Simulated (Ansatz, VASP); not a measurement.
## Sr in VASP and in Ansatz

Contents of INCAR:

```
ALGO = Normal
EDIFF = 1E-6
ENCUT = 520
GGA = PE
ISIF = 2
ISMEAR = -1
LASPH = True
LCHARG = False
LREAL = False
LWAVE = False
NBANDS = 17
NELM = 80
PREC = Accurate
SIGMA = 0.08
```

Contents of KPOINTS:

```
k-points
0
Gamma
  10 10 5
```

POSCAR

```
Sr
1.0
    4.3100002207      0.0000000000      0.0000000000
   -2.1550001104      3.7325696814      0.0000000000
    0.0000000000      0.0000000000      7.0500000000
Sr
2
Direct
    0.3333333333      0.6666666667      0.2613475177
    0.6666666667      0.3333333333      0.7500000000
```

Input for Ansatz:

```yaml
crystal:
  lattice:
    - [4.3100002207, 0.0, 0.0]
    - [-2.1550001104, 3.7325696814, 0.0]
    - [0.0, 0.0, 7.05]
  atoms:
    - { symbol: Sr, position: [0.3333333333, 0.6666666667, 0.2613475177] }
    - { symbol: Sr, position: [0.6666666667, 0.3333333333, 0.75] }
kpoints:
  mp_grid: { grid: [10, 10, 5] }
scf:
  occupations: { method: fermi_dirac, width: 0.08 }
hamiltonian:
  xc: pbe
  pseudopotentials: { kind: all_electron, lapw: { basis_error: 0.001 } }
output:
  forces: true
  stress: true
  eigenvalues: true
```

Alike in both runs: task single point; functional PBE; k mesh 10 × 10 × 5; occupations fermi-dirac, width 0.08 eV; no spin polarisation.

|  | VASP | Ansatz |
| --- | --- | --- |
| version | VASP 6.6.1 | Ansatz 0.2.0 |
| potentials or method | VASP PAW PBE potentials, release 64 (Sr_sv), cutoff 520 eV | all-electron LAPW, scalar-relativistic |

```csv
,VASP,Ansatz,Ansatz less VASP
pressure (GPa),-0.3,-0.3,0.00
"traceless stress, the component that is largest in VASP (GPa)",0.10,0.10,+0.001
rms of the force components (eV/Å),0.059,0.059,-0.0001
```

Atom by atom the forces differ by 0.000 eV/Å (rms over components). Ansatz ran all-electron here, and VASP with PAW potentials.
